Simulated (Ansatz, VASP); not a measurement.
## TiCo in VASP and in Ansatz

INCAR

```
PREC     = Accurate       # precision mode
ENCUT    = 520            # plane-wave cutoff, eV
EDIFF    = 1E-6           # SCF threshold, eV
ISMEAR   = -1             # smearing method
SIGMA    = 0.05           # smearing width, eV
LREAL    = F              # projectors in reciprocal space
LASPH    = T              # aspherical terms in the spheres
NELM     = 150            # most SCF steps
ALGO     = Fast           # electronic algorithm
ISIF     = 2              # what is computed and relaxed
LWAVE    = F              # write WAVECAR
LCHARG   = F              # write CHGCAR
ISPIN    = 2              # spin polarisation
MAGMOM   = 2 1            # initial moments
LORBIT   = 11             # projections on sites
LMAXMIX  = 4              # l up to which the mixer works
GGA      = PE             # functional
NBANDS   = 22             # bands
```

KPOINTS

```
regular mesh
0
Gamma
  8 8 8
```

POSCAR

```
TiCo
1.0
    2.9861109900      0.0149305550      0.0000000000
    0.0149305550      2.9861109900      0.0000000000
    0.0000000000      0.0000000000      2.9861109900
Co Ti
1 1
Direct
    0.5000000000      0.5000000000      0.5000000000
    0.0000000000      0.0000000000      0.0000000000
```

The input input.yaml:

```yaml
crystal:
  lattice:
    - [2.98611099, 0.014930555, 0.0]
    - [0.014930555, 2.98611099, 0.0]
    - [0.0, 0.0, 2.98611099]
  atoms:
    - { symbol: Co, position: [0.5, 0.5, 0.5], spin: 2.0 }
    - { symbol: Ti, position: [0.0, 0.0, 0.0], spin: 1.0 }
hamiltonian:
  xc: pbe
  pseudopotentials: { kind: paw }
magnetization:
  spin_polarized: true
kpoints:
  mp_grid: { grid: [8, 8, 8] }
  band_path:
    path:
      - [[0.0, 0.0, 0.0], [0.4950496275, -0.4950496275, 0.0], [0.0, -0.5, 0.0], [0.0, -0.5, -0.5], [0.4950496275, -0.4950496275, -0.5], [0.0, 0.0, -0.5], [0.0, 0.0, 0.0], [-0.5, -0.5, 0.0], [-0.4950496275, -0.5049503725, 0.0], [-0.4950496275, -0.5049503725, -0.5], [-0.5, -0.5, -0.5], [-0.5, -0.5, 0.0]]
      - [[0.0, 0.0, -0.5], [-0.5, -0.5, -0.5]]
    npoints: 14
scf:
  occupations: { method: fermi_dirac, width: 0.05 }
  n_extra_bands: 6
output:
  forces: true
  stress: true
  eigenvalues: true
  fatbands: true
```

Alike in both runs: functional PBE; k mesh 8 × 8 × 8; occupations fermi-dirac, width 0.05 eV; collinear spin.

|  | VASP | Ansatz |
| --- | --- | --- |
| version | VASP 6.6.1 | Ansatz 0.2.0 |
| potentials or method | VASP PAW PBE potentials, release 64 (Co, Ti_sv) | Ansatz PAW |
| plane-wave cutoff (eV) | 520 | 420 |
| valence electrons in the cell | 21 | 29 |
| task | single point | band structure |

VASP gave:

```
gap on the k mesh at the Fermi level (eV)                     : none
pressure (GPa)                                                : -2.6
traceless stress, the component that is largest in VASP (GPa) : -0.45
net moment per atom (μB)                                      : 0.12
size of the moment on the site where the two differ most (μB) : 0.30
```

Problem. What did Ansatz give for the same quantities?

Solution. gap on the k mesh at the Fermi level (eV): none; pressure (GPa): 0.4; traceless stress, the component that is largest in VASP (GPa): -0.62; net moment per atom (μB): 0.46; size of the moment on the site where the two differ most (μB): 1.03.

The net moments are unlike, so the other rows may belong to different states. Site moments also hang on the region over which each program counts them. A gap of «none» marks a metal or a gap that the smearing closes. VASP's potentials hold 21 valence electrons a cell and Ansatz's 29, so a difference there can come from the potentials and not from the codes.
